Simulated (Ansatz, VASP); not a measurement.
InSb in VASP and in Ansatz

```
In Sb
1.0
     3.41149    0.00000    0.00000
     0.00000    3.41149    0.00000
     0.00000    0.00000    3.41149
In Sb
1 1
Direct
  0.00000 0.00000 0.00000
  0.50000 0.50000 0.50000
```

Change from the starting cell: volume scaled by 0.72, PAW files.

Alike in both runs: task single point; functional PBE; k mesh 11 × 11 × 11; occupations fermi-dirac, width 0.08 eV; no spin polarisation.

```csv
,VASP,Ansatz
version,VASP 6.6.1,Ansatz 0.2.0
potentials or method,"VASP PAW PBE potentials, release 64 (In_d, Sb)","PAW with Ansatz's default frozen-core files, scalar-relativistic"
plane-wave cutoff (eV),520,420
valence electrons in the cell,18,28
```

|  | VASP | Ansatz | Ansatz less VASP |
| --- | --- | --- | --- |
| pressure (GPa) | 33.2 | 33.2 | -0.01 |

Both programs put the cell under a high pressure, so it lies far from rest at this level. With one functional, cell and mesh, what is left measures potentials, basis and numerics. VASP's potentials hold 18 valence electrons a cell and Ansatz's 28, so a difference there can come from the potentials and not from the codes.

Neither program's run includes spin-orbit coupling.
